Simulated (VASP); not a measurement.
A run of VASP 6.6.1:

INCAR

```
PREC = Accurate ; ENCUT = 600
EDIFF = 1E-6 ; ISMEAR = 0
SIGMA = 0.02 ; LREAL = F
LASPH = T ; NELM = 80
ALGO = Normal ; ISIF = 3
LWAVE = F ; LCHARG = F
GGA = PS ; IBRION = 2
NSW = 100 ; EDIFFG = -0.005
```

KPOINTS

```
regular mesh
0
Gamma
  12 12 2
```

POSCAR

```
GaO
1.0
    3.0608126998      0.0000000000      0.0000000000
   -1.5304063499      2.6507415542      0.0000000000
    0.0000000000      0.0000000000     13.3691815261
Ga O
4 4
Direct
    0.3333333333      0.6666666667      0.4074935423
    0.3333333333      0.6666666667      0.5925064577
    0.0000000000      0.0000000000      0.0925134695
    0.0000000000      0.0000000000      0.9074865305
    0.6666666667      0.3333333333      0.1469394213
    0.6666666667      0.3333333333      0.8530605787
    0.0000000000      0.0000000000      0.3529581230
    0.0000000000      0.0000000000      0.6470418770
```

Potentials or basis: VASP PAW PBE potentials, release 64 (Ga_d, O).

Launch:

```console
$ cat potpaw_PBE.64/Ga_d/POTCAR potpaw_PBE.64/O/POTCAR > POTCAR
$ mpirun -np 1 vasp_std > vasp.out
```

Hardware: 1 thread of Intel(R) Xeon(R) 6975P-C (Granite Rapids) (shared host).

Task: Estimate the wall time of this run.

Result: It took 17 min on 1 thread of Intel(R) Xeon(R) 6975P-C (Granite Rapids), with other jobs on the host, peak memory 0.35 GiB. Counts: scf iterations 137, k points 38, ion steps 22.
